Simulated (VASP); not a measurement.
# Bi (C2/m) in VASP: a series of runs

The runs below take Bi through single point, with LDA, PBEsol.

Program: VASP 6.6.1. These are calculated values, not measurements. Logs are shortened: lines on timing, memory, paths and dates and some standing lists are left out, and cuts for length are marked.

**1. The cell of the first run**

It takes space group C2/m (No. 12, monoclinic). Conventional cell: a = 6.835 Å, b = 6.137 Å, c = 3.290 Å, α = 90.00°, β = 112.04°, γ = 90.00°. Within 4.1 Å of Bi (site symmetry m) lie 9 Bi at 3.15 to 3.91 Å.

**2. Single point, LDA (volume scaled by 0.94)**

INCAR

```
ALGO = Fast
EDIFF = 1E-6
ENCUT = 520
GGA = CA
ISIF = 2
ISMEAR = -1
LASPH = True
LCHARG = True
LELF = True
LREAL = False
LVHAR = True
LWAVE = False
NBANDS = 22
NELM = 100
PREC = Accurate
SIGMA = 0.05
```

KPOINTS

```
k-points
0
Gamma
  6 6 9
```

POSCAR

```
Bi
1.0
    3.4173821397     -3.0686298933      0.0000000000
    3.4173821397      3.0686298933      0.0000000000
   -1.2345086997      0.0000000000      3.0499903288
Bi
2
Direct
    0.7530610000      0.7530610000      0.8573820000
    0.2469390000      0.2469390000      0.1426180000
```

Potentials or basis: VASP PAW LDA potentials, release 64 (Bi_d).

On the command line:

```sh
cat potpaw_LDA.64/Bi_d/POTCAR > POTCAR
mpirun -np 1 vasp_std > vasp.out
```

OUTCAR:

```text
EDIFF = 1E-6
   ENCUT = 520
   GGA = CA
   ISIF = 2
   ISMEAR = -1
   LASPH = True
   LREAL = False
   NELM = 100
   PREC = Accurate

 ion  position               nearest neighbor table
   1  0.753  0.753  0.857-   2 3.15   2 3.21   2 3.21   2 3.38   2 3.86   2 3.86   2 3.91
   2  0.247  0.247  0.143-   1 3.15   1 3.21   1 3.21   1 3.38   1 3.86   1 3.86   1 3.91

  LATTYP: Found a base centered monoclinic cell.
 ALAT       =     6.8347642794
 B/A-ratio  =     0.8979475423
 C/A-ratio  =     0.4814149259
 COS(beta)  =    -0.3751898342

  Lattice vectors:

 A1 = (   3.4173821397,  -3.0686298933,   0.0000000000)
 A2 = (   3.4173821397,   3.0686298933,   0.0000000000)
 A3 = (  -1.2345086997,   0.0000000000,   3.0499903288)

Analysis of symmetry for initial positions (statically):
=====================================================================
 Subroutine PRICEL returns:
 Original cell was already a primitive cell.

 Routine SETGRP: Setting up the symmetry group for a
 base centered monoclinic supercell.

 Subroutine GETGRP returns: Found  4 space group operations
 (whereof  4 operations were pure point group operations)
 out of a pool of  4 trial point group operations.

The static configuration has the point symmetry C_2h.

Analysis of symmetry for dynamics (positions and initial velocities):
=====================================================================
 Subroutine PRICEL returns:
 Original cell was already a primitive cell.

 Routine SETGRP: Setting up the symmetry group for a
 base centered monoclinic supercell.

 Subroutine GETGRP returns: Found  4 space group operations
 (whereof  4 operations were pure point group operations)
 out of a pool of  4 trial point group operations.

The dynamic configuration has the point symmetry C_2h.

 Subroutine INISYM returns: Found  4 space group operations
 (whereof  4 operations are pure point group operations),
 and found     1 'primitive' translations

----------------------------------------------------------------------------------------

                                     Primitive cell

  volume of cell :      63.9686

  direct lattice vectors                    reciprocal lattice vectors
     3.417382140 -3.068629893  0.000000000     0.146310825 -0.162939167  0.059220511
[... 74 lines left out ...]
   NGX,Y,Z   is equivalent  to a cutoff of  13.03, 13.03, 12.13 a.u.
   NGXF,Y,Z  is equivalent  to a cutoff of  26.06, 26.06, 24.25 a.u.
 SYSTEM =  unknown system
   PREC   = accura    normal or accurate (medium, high low for compatibility)
   ISTART =      0    job   : 0-new  1-cont  2-samecut
   ICHARG =      2    charge: 1-file 2-atom 10-const
   ISPIN  =      1    spin polarized calculation?
   LNONCOLLINEAR =      F non collinear calculations
   LSORBIT =      F    spin-orbit coupling
   LASPH  =      T    aspherical Exc in radial PAW
   ENCUT  =  520.0 eV  38.22 Ry    6.18 a.u.   8.54  8.54  6.12*2*pi/ulx,y,z
   NELM   =    100;   NELMIN=  2; NELMDL= -5     # of ELM steps
   EDIFF  = 0.1E-05   stopping-criterion for ELM
   LREAL  =      F    real-space projection
   EDIFFG = 0.1E-04   stopping-criterion for IOM
   NSW    =      0    number of steps for IOM
   IBRION =     -1    ionic relax: 0-MD 1-quasi-New 2-CG
   NFREE  =      0    steps in history (QN), initial steepest desc. (CG)
   ISIF   =      2    stress and relaxation
   ISYM   =      2    0-nonsym 1-usesym 2-fastsym
   POTIM  = 0.5000    time-step for ionic-motion
   TEBEG  =    0.0;   TEEND  =   0.0 temperature during run
   PSTRESS=    0.0 pullay stress
   NELECT =      30.0000    total number of electrons
   NUPDOWN=      -1.0000    fix difference up-down
   EMIN   =  10.00;   EMAX   =-10.00  energy-range for DOS
   EFERMI =   0.00;   METHOD = LEGACY
   ISMEAR =    -1;   SIGMA  =   0.05  broadening in eV -4-tet -1-fermi 0-gaus
   EFERMI_NEDOS =   21; number of points for ismear=-14 and -15
   IALGO  =     68    algorithm
   IMIX   =      4    mixing-type and parameters
     AMIX     =   0.40;   BMIX     =  1.00
     AMIX_MAG =   1.60;   BMIX_MAG =  1.00
  volume/ion in A,a.u.               =      31.98       215.84
  Fermi-wavevector in a.u.,A,eV,Ry     =   1.271920  2.403580 22.011235  1.617780
  Thomas-Fermi vector in A             =   2.404827
   LORBIT       =      0    0 simple, 1 ext, 2 COOP (PROOUT), +10 PAW based schemes
   GGA     = CA    functional components
   LHFCALC =     F    Hartree Fock is set to
   AEXX    =    0.0000 exact exchange contribution
   IVDW    =     0    specifies the selected vdW correction
   LEPSILON=     F    determine dielectric tensor
   LRPA    =     F    only Hartree local field effects (RPA)
 non-spin polarized calculation
 RMM-DIIS sequential band-by-band and
  energy-cutoff  :      520.00
  volume of cell :       63.97
 maximum number of plane-waves:      1743
 NGX is ok and might be reduce to    36
   NGX = 17   NGY = 17   NGZ = 13

 number of electron      30.0000005 magnetization

 Free energy of the ion-electron system (eV)
  ---------------------------------------------------
  ext. energy  EPLUGINS =         0.00000000
  ---------------------------------------------------
  free energy    TOTEN  =        -9.07572591 eV

  energy without entropy =       -9.06789935  energy(sigma->0) =       -9.07181263

 E-fermi :   7.2819     XC(G=0): -10.3201

 val. band max:        7.2744231845   @ k =   0.1667   0.1667  -0.0000
 cond. band min:       7.3473840142   @ k =   0.3333   0.3333   0.3333
 fundamental gap:      0.0729608297
 Fermi energy:         7.2818814077

 k-point     1 :       0.0000    0.0000    0.0000
  band No.  band energies     occupation
      1     -15.7285      2.00000
      2     -15.6878      2.00000
      3     -15.6370      2.00000
      4     -15.6081      2.00000
      5     -15.5008      2.00000
      6     -15.4734      2.00000
[... 589 lines left out ...]
     21      16.6241      0.00000
     22      16.8093      0.00000

 [... further k-points ...]
[... 5 lines left out ...]
  --------------------------------------------------------------------------------------
  -------------------------------------------------------------------------------------
  Total       -0.2044669     -0.5229179      0.0288337      0.0000000      0.0000000     -0.0632632
  in kB       -5.1211461    -13.0971744      0.7221776      0.0000000      0.0000000     -1.5845110
  external PRESSURE =      -5.8320476 kB  Pullay stress =       0.0000000 kB

 VOLUME and BASIS-vectors are now :
 -----------------------------------------------------------------------------
  energy-cutoff  :      520.00
  volume of cell :       63.97
      direct lattice vectors                 reciprocal lattice vectors
     3.417382140 -3.068629893  0.000000000     0.146310825 -0.162939167  0.059220511
     3.417382140  3.068629893  0.000000000     0.146310825  0.162939167  0.059220511
    -1.234508700  0.000000000  3.049990329     0.000000000  0.000000000  0.327869892

 POSITION                                       TOTAL-FORCE (eV/Angst)
 -----------------------------------------------------------------------------------
      4.08855      0.00000      2.61501        -0.001401      0.000000     -0.002482
      1.51171      0.00000      0.43498         0.001401      0.000000      0.002482
 -----------------------------------------------------------------------------------
    total drift:                               -0.000000      0.000000      0.000000

  FREE ENERGIE OF THE ION-ELECTRON SYSTEM (eV)
  ---------------------------------------------------
  free  energy   TOTEN  =        -9.0757259084 eV

  energy  without entropy=       -9.0678993532  energy(sigma->0) =       -9.07181263
```

OSZICAR:

```text
N       E                     dE             d eps       ncg     rms          rms(c)
DAV:   1     0.306376374223E+03    0.30638E+03   -0.16203E+04  4268   0.168E+03
DAV:   2     0.167289538927E+02   -0.28965E+03   -0.28239E+03  4340   0.445E+02
DAV:   3    -0.820414140695E+01   -0.24933E+02   -0.24618E+02  5198   0.142E+02
DAV:   4    -0.905451637342E+01   -0.85037E+00   -0.84986E+00  5268   0.287E+01
DAV:   5    -0.909125842583E+01   -0.36742E-01   -0.36741E-01  6100   0.539E+00    0.831E-01
RMM:   6    -0.907972679377E+01    0.11532E-01   -0.16137E-02  5062   0.137E+00    0.482E-01
RMM:   7    -0.907556191407E+01    0.41649E-02   -0.13165E-02  4954   0.110E+00    0.993E-02
RMM:   8    -0.907562452030E+01   -0.62606E-04   -0.33565E-03  5942   0.609E-01    0.178E-02
RMM:   9    -0.907571778738E+01   -0.93267E-04   -0.10000E-03  7192   0.241E-01    0.213E-02
RMM:  10    -0.907573159608E+01   -0.13809E-04   -0.12819E-04  7293   0.860E-02    0.268E-02
RMM:  11    -0.907572604060E+01    0.55555E-05   -0.16718E-05  5607   0.419E-02    0.123E-02
RMM:  12    -0.907572590836E+01    0.13224E-06   -0.70785E-06  4064   0.200E-02
   1 F= -.90757259E+01 E0= -.90718126E+01  d E =-.782656E-02
```

It took 37 s on 1 thread of Intel Xeon 6975P-C (Granite Rapids), shared host; peak memory 0.22 GiB.

What came out:

```
Free energy            : -9.0757 eV
Pressure               : -0.6 GPa
Band gap on the k mesh : zero (band 15 reaches 10.57 eV, above the bottom of band 16 at 5.43 eV)
```

Forces in eV/Å, atoms in the order of the input:
```
Bi  -0.001  0.000 -0.002
Bi   0.001  0.000  0.002
```

Levels at points of the mesh, in eV from the Fermi level:
```
           k point  band 11  band 12  band 13  band 14  band 15  band 16  band 17  band 18  band 19  band 20
(0.00, 0.00, 0.00)   -13.54    -9.15    -3.32    -3.03     2.68     3.18     3.90     4.34     4.52     7.16
(0.50, 0.00, 0.00)   -11.97   -11.74    -1.21    -1.00    -0.78    -0.77     3.54     4.78     7.92     8.56
(0.50, 0.50, 0.00)   -11.48   -11.20    -5.31    -5.30     3.27     4.06     5.52     5.91     9.33    10.19
```

Caveat: spin-orbit coupling is left out, which moves the levels of the heavy elements.

(Part 1 of 3 ends here.)
